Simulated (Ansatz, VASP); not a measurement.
**WC in VASP and in Ansatz**

The input INCAR:

```
SYSTEM = WC
ALGO = Normal
EDIFF = 1E-6
ENCUT = 520
GGA = PS
ISIF = 2
ISMEAR = 0
LASPH = .True.
LCHARG = .False.
LREAL = .False.
LWAVE = .False.
NBANDS = 16
NELM = 60
PREC = Accurate
SIGMA = 0.15
```

Contents of KPOINTS:

```
k-points
0
Gamma
  18 18 16
  0 0 0
```

The input POSCAR:

```
WC
1.0
    2.9005014360      0.0000000000      0.0000000000
   -1.4502507180      2.5119079273     -0.0251190793
    0.0000000000     -0.0282900000      2.8290000000
W C
1 1
Direct
    0.0000000000      0.0000000000      0.0000000000
    0.6666666667      0.3333333333      0.5000000000
```

Input for Ansatz:

```yaml
crystal:
  lattice:
    - [2.900501436, 0.0, 0.0]
    - [-1.450250718, 2.5119079273, -0.0251190793]
    - [0.0, -0.02829, 2.829]
  atoms:
    - { symbol: W, position: [0.0, 0.0, 0.0] }
    - { symbol: C, position: [0.6666666667, 0.3333333333, 0.5] }
basis:
  ecutwfc: 420
kpoints:
  mp_grid: { grid: [18, 18, 16] }
hamiltonian:
  xc: pbesol
scf:
  occupations: { method: gaussian, width: 0.15 }
output:
  forces: true
  stress: true
  eigenvalues: true
```

Change from the starting cell: strain -0.0200 x Voigt [0, 0, 0, 1, 0, 0], atoms carried along.

Alike in both runs: task single point; functional PBEsol; k mesh 18 × 18 × 16; occupations gaussian, width 0.15 eV; no spin polarisation.

|  | VASP | Ansatz |
| --- | --- | --- |
| version | VASP 6.6.1 | Ansatz 0.2.0 |
| potentials or method | VASP PAW PBE potentials, release 64 (W_sv, C), cutoff 520 eV | scalar-relativistic, plane waves, PAW |
| valence electrons in the cell | 18 | 18 |

```tsv
	VASP	Ansatz	Ansatz less VASP
gap on the k mesh at the Fermi level (eV)	none	none	-
pressure (GPa)	0.7	-0.6	-1.27
traceless stress, the component that is largest in VASP (GPa)	6.43	6.39	-0.035
rms of the force components (eV/Å)	0.007	0.007	-0.0001
```

VASP's potentials were made for PBE, not for PBEsol. Atom by atom the forces differ by 0.000 eV/Å (rms over components). A gap of «none» marks a metal or a gap that the smearing closes.

Neither program's run includes spin-orbit coupling.
